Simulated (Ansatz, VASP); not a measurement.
**Two plane-wave programs on SnAs2**

```
CELL_PARAMETERS angstrom
0.00000 5.40118 0.00000
5.40118 0.00000 0.00000
2.70059 2.70059 -4.87295
ATOMIC_POSITIONS crystal
Sn 0.50000 0.50000 0.00000
Sn 0.25000 0.75000 0.50000
As 0.41420 0.99604 0.73095
As 0.00396 0.14515 0.26905
As 0.85485 0.27300 0.73095
As 0.72700 0.58580 0.26905
```

Alike in both runs: functional r2SCAN; k mesh 5 × 5 × 5; no spin polarisation; Hubbard terms As p U = 7.2 eV.

Ansatz relaxed the structure, and its values are those at the end. VASP's run is a single point on that final structure, the one shown.

|  | VASP | Ansatz |
| --- | --- | --- |
| version | VASP 6.6.1 | Ansatz 0.2.0 |
| potentials or method | VASP PAW PBE potentials, release 64 (Sn_d, As), cutoff 550 eV | PAW plane waves |
| occupations | fermi-dirac, width 0.1 eV | fermi-dirac |
| valence electrons in the cell | 48 | 88 |

VASP gave:

* pressure (GPa): 6.9
* rms of the force components (eV/Å): 0.442

Problem. Estimate Ansatz's values.

Solution. Pressure (GPa): 2.9; rms of the force components (eV/Å): 0.002.

VASP's potentials were made for PBE, not for r2SCAN. The programs project onto different local orbitals, so the same U acts differently, and such runs can settle in different states. VASP's potentials hold 48 valence electrons a cell and Ansatz's 88, so a difference there can come from the potentials and not from the codes. Ansatz's warnings: filled band counts differ across k points, stress scf threshold loose.
